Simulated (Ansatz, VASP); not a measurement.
# Ta in VASP and in Ansatz

File POSCAR:

```
Ta
1.0
   -1.7338440000      1.7338440000      1.6925620000
    1.7338440000     -1.7338440000      1.6925620000
    1.7338440000      1.7338440000     -1.6925620000
Ta
1
Direct
    0.0000000000      0.0000000000      0.0000000000
```

INCAR.step1

```
SYSTEM = Ta
  ALGO = Normal
  EDIFF = 1E-4
  ENCUT = 520
  GGA = PE
  ISMEAR = 0
  LASPH = .TRUE.
  LCHARG = .FALSE.
  LREAL = .FALSE.
  LWAVE = .TRUE.
  NBANDS = 12
  NELM = 100
  PREC = Accurate
  SIGMA = 0.15
```

The input INCAR.step2:

```
SYSTEM = Ta
  ALGO = Normal
  EDIFF = 1E-6
  ENCUT = 520
  ISIF = 2
  ISMEAR = 0
  ISTART = 1
  LASPH = .TRUE.
  LCHARG = .TRUE.
  LELF = .TRUE.
  LMIXTAU = .TRUE.
  LREAL = .FALSE.
  LVHAR = .TRUE.
  LWAVE = .FALSE.
  METAGGA = R2SCAN
  NBANDS = 12
  NELM = 100
  PREC = Accurate
  SIGMA = 0.15
```

File KPOINTS:

```
k-points
0
G
  20 20 20
  0 0 0
```

Input for Ansatz:

```yaml
crystal:
  lattice:
    - [-1.733844, 1.733844, 1.692562]
    - [1.733844, -1.733844, 1.692562]
    - [1.733844, 1.733844, -1.692562]
  atoms:
    - { symbol: Ta, position: [0.0, 0.0, 0.0] }
basis:
  ecutwfc: 500
kpoints:
  mp_grid: { grid: [20, 20, 20] }
hamiltonian:
  xc: r2scan
scf:
  occupations: { method: gaussian, width: 0.15 }
output:
  forces: true
  stress: true
  eigenvalues: true
```

Change from the starting cell: strain +0.050 along x and y, +0.025 along z, atoms carried along.

Alike in both runs: task single point; functional r2SCAN; k mesh 20 × 20 × 20; occupations gaussian, width 0.15 eV; no spin polarisation.

|  | VASP | Ansatz |
| --- | --- | --- |
| version | VASP 6.6.1 | Ansatz 0.2.0 |
| potentials or method | VASP PAW PBE potentials, release 64 (Ta_pv), cutoff 520 eV | scalar-relativistic, plane waves, PAW |
| valence electrons in the cell | 11 | 13 |

VASP gave:

| Property | Result |
| --- | --- |
| gap on the k mesh at the Fermi level (eV) | none |
| pressure (GPa) | -19.0 |
| traceless stress, the component that is largest in VASP (GPa) | 0.99 |

Problem. Which values does Ansatz return?

Solution. gap on the k mesh at the Fermi level (eV): none; pressure (GPa): -19.4; traceless stress, the component that is largest in VASP (GPa): 0.99.

VASP's potentials were made for PBE, not for r2SCAN. A gap of «none» marks a metal or a gap that the smearing closes. VASP's potentials hold 11 valence electrons a cell and Ansatz's 13, so a difference there can come from the potentials and not from the codes.

Spin-orbit coupling is off throughout.
